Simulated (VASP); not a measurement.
# Li (Fm-3m) in VASP: single point with LDA

Aim: the single point of Li with LDA.

Program: VASP 6.6.1. These are calculated values, not measurements. Logs are shortened: lines on timing, memory, paths and dates and some standing lists are left out, and cuts for length are marked.

**1. The cell of the first run**

Symmetry: Fm-3m, No. 225, cubic system. The conventional cell has a = 5.130 Å, b = 5.130 Å, c = 5.130 Å, α = 90.00°, β = 90.00°, γ = 90.00°. Li (site symmetry m-3m) has 12 Li at 3.63 Å within 4.8 Å.

**2. Single point, LDA**

Input file INCAR:

```
  PREC = Accurate
  ENCUT = 750
  EDIFF = 1E-6
  ISMEAR = -1
  SIGMA = 0.15
  LREAL = F
  LASPH = T
  NELM = 120
  ALGO = Normal
  ISIF = 2
  LWAVE = F
  LCHARG = T
  GGA = CA
  LELF = T
  LVHAR = T
  NBANDS = 8
  GGA_COMPAT = F
```

Input file KPOINTS:

```
regular mesh
0
Gamma
  6 6 6
```

Input file POSCAR:

```
Li
1.0
    0.0000000000      2.5647700000      2.5647700000
    2.5647700000      0.0000000000      2.5647700000
    2.5647700000      2.5647700000      0.0000000000
Li
1
Direct
    0.0000000000      0.0000000000      0.0000000000
```

Potentials or basis: VASP PAW LDA potentials, release 64 (Li_sv).

Command:

```
$ cat potpaw_LDA.64/Li_sv/POTCAR > POTCAR
$ mpirun -np 1 vasp_std > vasp.out
```

OUTCAR:

```text
PREC = Accurate
   ENCUT = 750
   EDIFF = 1E-6
   ISMEAR = -1
   LREAL = F
   LASPH = T
   NELM = 120
   ISIF = 2
   GGA = CA

 ion  position               nearest neighbor table
   1  0.000  0.000  0.000-

  LATTYP: Found a face centered cubic cell.
 ALAT       =     5.1295400000

  Lattice vectors:

 A1 = (   0.0000000000,   2.5647700000,   2.5647700000)
 A2 = (   2.5647700000,   0.0000000000,   2.5647700000)
 A3 = (   2.5647700000,   2.5647700000,   0.0000000000)

Analysis of symmetry for initial positions (statically):
=====================================================================
 Subroutine PRICEL returns:
 Original cell was already a primitive cell.

 Routine SETGRP: Setting up the symmetry group for a
 face centered cubic supercell.

 Subroutine GETGRP returns: Found 48 space group operations
 (whereof 48 operations were pure point group operations)
 out of a pool of 48 trial point group operations.

The static configuration has the point symmetry O_h .

Analysis of symmetry for dynamics (positions and initial velocities):
=====================================================================
 Subroutine PRICEL returns:
 Original cell was already a primitive cell.

 Routine SETGRP: Setting up the symmetry group for a
 face centered cubic supercell.

 Subroutine GETGRP returns: Found 48 space group operations
 (whereof 48 operations were pure point group operations)
 out of a pool of 48 trial point group operations.

The dynamic configuration has the point symmetry O_h .

 Subroutine INISYM returns: Found 48 space group operations
 (whereof 48 operations are pure point group operations),
 and found     1 'primitive' translations

----------------------------------------------------------------------------------------

                                     Primitive cell

  volume of cell :      33.7423

  direct lattice vectors                    reciprocal lattice vectors
     0.000000000  2.564770000  2.564770000    -0.194949255  0.194949255  0.194949255
     2.564770000  0.000000000  2.564770000     0.194949255 -0.194949255  0.194949255
     2.564770000  2.564770000  0.000000000     0.194949255  0.194949255 -0.194949255

  length of vectors
     3.627132518  3.627132518  3.627132518     0.337662014  0.337662014  0.337662014

  position of ions in fractional coordinates (direct lattice)
     0.000000000  0.000000000  0.000000000

  ion indices of the primitive-cell ions
   primitive index   ion index
                 1           1

----------------------------------------------------------------------------------------

 KPOINTS: regular mesh

Automatic generation of k-mesh.
 Grid dimensions read from file:
 generate k-points for:    6    6    6

 Generating k-lattice:

  Cartesian coordinates                     Fractional coordinates (reciprocal lattice)
    -0.032491542  0.032491542  0.032491542     0.166666667  0.000000000  0.000000000
     0.032491542 -0.032491542  0.032491542     0.000000000  0.166666667  0.000000000
     0.032491542  0.032491542 -0.032491542     0.000000000  0.000000000  0.166666667

  Length of vectors
     0.056277002  0.056277002  0.056277002

  Shift w.r.t. Gamma in fractional coordinates (k-lattice)
     0.000000000  0.000000000  0.000000000

 Subroutine IBZKPT returns following result:
 ===========================================

 Found     16 irreducible k-points:

 Following reciprocal coordinates:
            Coordinates               Weight
  0.000000  0.000000  0.000000      1.000000
  0.166667  0.000000  0.000000      8.000000
  0.333333  0.000000  0.000000      8.000000
  0.500000  0.000000  0.000000      4.000000
  0.166667  0.166667  0.000000      6.000000
  0.333333  0.166667  0.000000     24.000000
[... 8 lines left out ...]
 -0.333333  0.333333  0.166667     24.000000
 -0.333333  0.500000  0.166667     12.000000
   k-points           NKPTS =     16   k-points in BZ     NKDIM =     16   number of bands    NBANDS=      8
   number of dos      NEDOS =    301   number of ions     NIONS =      1
   total plane-waves  NPLWV =  32768
   dimension x,y,z NGX =    32 NGY =   32 NGZ =   32
   dimension x,y,z NGXF=    64 NGYF=   64 NGZF=   64
   ions per type =               1
   NGX,Y,Z   is equivalent  to a cutoff of  14.67, 14.67, 14.67 a.u.
   NGXF,Y,Z  is equivalent  to a cutoff of  29.33, 29.33, 29.33 a.u.
 SYSTEM =  unknown system
   PREC   = accura    normal or accurate (medium, high low for compatibility)
   ISTART =      0    job   : 0-new  1-cont  2-samecut
   ICHARG =      2    charge: 1-file 2-atom 10-const
   ISPIN  =      1    spin polarized calculation?
   LNONCOLLINEAR =      F non collinear calculations
   LSORBIT =      F    spin-orbit coupling
   LASPH  =      T    aspherical Exc in radial PAW
   ENCUT  =  750.0 eV  55.12 Ry    7.42 a.u.   8.10  8.10  8.10*2*pi/ulx,y,z
   NELM   =    120;   NELMIN=  2; NELMDL= -5     # of ELM steps
   EDIFF  = 0.1E-05   stopping-criterion for ELM
   LREAL  =      F    real-space projection
   EDIFFG = 0.1E-04   stopping-criterion for IOM
   NSW    =      0    number of steps for IOM
   IBRION =     -1    ionic relax: 0-MD 1-quasi-New 2-CG
   NFREE  =      0    steps in history (QN), initial steepest desc. (CG)
   ISIF   =      2    stress and relaxation
   ISYM   =      2    0-nonsym 1-usesym 2-fastsym
   POTIM  = 0.5000    time-step for ionic-motion
   TEBEG  =    0.0;   TEEND  =   0.0 temperature during run
   PSTRESS=    0.0 pullay stress
   NELECT =       3.0000    total number of electrons
   NUPDOWN=      -1.0000    fix difference up-down
   EMIN   =  10.00;   EMAX   =-10.00  energy-range for DOS
   EFERMI =   0.00;   METHOD = LEGACY
   ISMEAR =    -1;   SIGMA  =   0.15  broadening in eV -4-tet -1-fermi 0-gaus
   EFERMI_NEDOS =   21; number of points for ismear=-14 and -15
   IALGO  =     38    algorithm
   IMIX   =      4    mixing-type and parameters
     AMIX     =   0.40;   BMIX     =  1.00
     AMIX_MAG =   1.60;   BMIX_MAG =  1.00
  volume/ion in A,a.u.               =      33.74       227.70
  Fermi-wavevector in a.u.,A,eV,Ry     =   0.730674  1.380773  7.263934  0.533884
  Thomas-Fermi vector in A             =   1.822702
   LORBIT       =      0    0 simple, 1 ext, 2 COOP (PROOUT), +10 PAW based schemes
   GGA     = CA    functional components
   LHFCALC =     F    Hartree Fock is set to
   AEXX    =    0.0000 exact exchange contribution
   IVDW    =     0    specifies the selected vdW correction
   LEPSILON=     F    determine dielectric tensor
   LRPA    =     F    only Hartree local field effects (RPA)
 non-spin polarized calculation
  energy-cutoff  :      750.00
  volume of cell :       33.74
 maximum number of plane-waves:      1591
   NGX = 17   NGY = 17   NGZ = 17

 number of electron       3.0000003 magnetization

 Free energy of the ion-electron system (eV)
  ---------------------------------------------------
  ext. energy  EPLUGINS =         0.00000000
  ---------------------------------------------------
  free energy    TOTEN  =        -1.82781038 eV

  energy without entropy =       -1.77772112  energy(sigma->0) =       -1.80276575

 E-fermi :  -0.6049     XC(G=0):  -5.9768

 val. band max:       -0.7557706288   @ k =   0.5000   0.3333   0.1667
 cond. band min:      -0.3894629783   @ k =   0.5000   0.0000   0.0000
 fundamental gap:      0.3663076505
 Fermi energy:        -0.6048528767

 k-point     1 :       0.0000    0.0000    0.0000
  band No.  band energies     occupation
      1     -47.1093      2.00000
      2      -3.3749      2.00000
      3       9.2387      0.00000
      4       9.2387      0.00000
      5       9.2387      0.00000
      6      12.6541      0.00000
      7      12.6541      0.00000
      8      12.6541      0.00000

 k-point     2 :       0.1667    0.0000    0.0000
  band No.  band energies     occupation
      1     -47.1087      2.00000
      2      -2.9804      2.00000
      3       6.7819      0.00000
      4       8.7659      0.00000
      5       8.7659      0.00000
      6      11.9791      0.00000
      7      13.3749      0.00000
      8      13.3749      0.00000

 k-point     3 :       0.3333    0.0000    0.0000
  band No.  band energies     occupation
      1     -47.1077      2.00000
      2      -1.8110      1.99936
      3       3.3121      0.00000
      4       8.2489      0.00000
      5       8.2489      0.00000
      6      12.2047      0.00000
      7      12.2047      0.00000
      8      12.3018      0.00000

 k-point     4 :       0.5000    0.0000    0.0000
  band No.  band energies     occupation
      1     -47.1071      2.00000
      2      -0.3895      0.38435
      3       1.0748      0.00003
      4       8.0983      0.00000
      5       8.0983      0.00000
      6      11.5304      0.00000
      7      11.5304      0.00000
      8      12.0674      0.00000

 k-point     5 :       0.1667    0.1667    0.0000
  band No.  band energies     occupation
      1     -47.1086      2.00000
      2      -2.8483      2.00000
      3       7.5859      0.00000
      4       7.5859      0.00000
      5       8.8640      0.00000
      6       9.8457      0.00000
      7      11.4547      0.00000
      8      15.0435      0.00000
[... 89 lines left out ...]
 k-point    14 :       0.5000    0.3333    0.1667
  band No.  band energies     occupation
      1     -47.1069      2.00000
      2      -0.7558      1.46452
      3       3.6930      0.00000
      4       4.8616      0.00000
      5       6.1577      0.00000
      6      10.6843      0.00000
      7      11.3722      0.00000
      8      14.5384      0.00000

 k-point    15 :      -0.3333    0.3333    0.1667
  band No.  band energies     occupation
      1     -47.1066      2.00000
      2       0.8297      0.00014
      3       1.6937      0.00000
      4       4.5414      0.00000
      5       5.3729      0.00000
      6      10.6450      0.00000
      7      13.1493      0.00000
      8      14.7060      0.00000

 k-point    16 :      -0.3333    0.5000    0.1667
  band No.  band energies     occupation
      1     -47.1064      2.00000
      2       1.2606      0.00001
      3       2.7359      0.00000
      4       3.0847      0.00000
      5       4.7980      0.00000
      6      10.7621      0.00000
      7      10.7995      0.00000
      8      16.1289      0.00000

------------------------ aborting loop because EDIFF is reached ----------------------------------------

  FORCE on cell =-STRESS in cart. coord.  units (eV):
  Direction    XX          YY          ZZ          XY          YZ          ZX
  --------------------------------------------------------------------------------------
  -------------------------------------------------------------------------------------
  Total       -0.6903719     -0.6903719     -0.6903719     -0.0000000      0.0000000     -0.0000000
  in kB      -32.7807139    -32.7807139    -32.7807139     -0.0000000      0.0000000     -0.0000000
  external PRESSURE =     -32.7807139 kB  Pullay stress =       0.0000000 kB

 VOLUME and BASIS-vectors are now :
 -----------------------------------------------------------------------------
  energy-cutoff  :      750.00
  volume of cell :       33.74
      direct lattice vectors                 reciprocal lattice vectors
     0.000000000  2.564770000  2.564770000    -0.194949255  0.194949255  0.194949255
     2.564770000  0.000000000  2.564770000     0.194949255 -0.194949255  0.194949255
     2.564770000  2.564770000  0.000000000     0.194949255  0.194949255 -0.194949255

 POSITION                                       TOTAL-FORCE (eV/Angst)
 -----------------------------------------------------------------------------------
      0.00000      0.00000      0.00000         0.000000     -0.000000      0.000000
 -----------------------------------------------------------------------------------
    total drift:                                0.000000      0.000000      0.000000

  FREE ENERGIE OF THE ION-ELECTRON SYSTEM (eV)
  ---------------------------------------------------
  free  energy   TOTEN  =        -1.8278103834 eV

  energy  without entropy=       -1.7777211225  energy(sigma->0) =       -1.80276575
```

It took 7.7 s on 1 thread of Intel Xeon 8259CL, shared host; peak memory 0.14 GiB.

Results:

```
Free energy : -1.8278 eV
Pressure    : -3.3 GPa
```
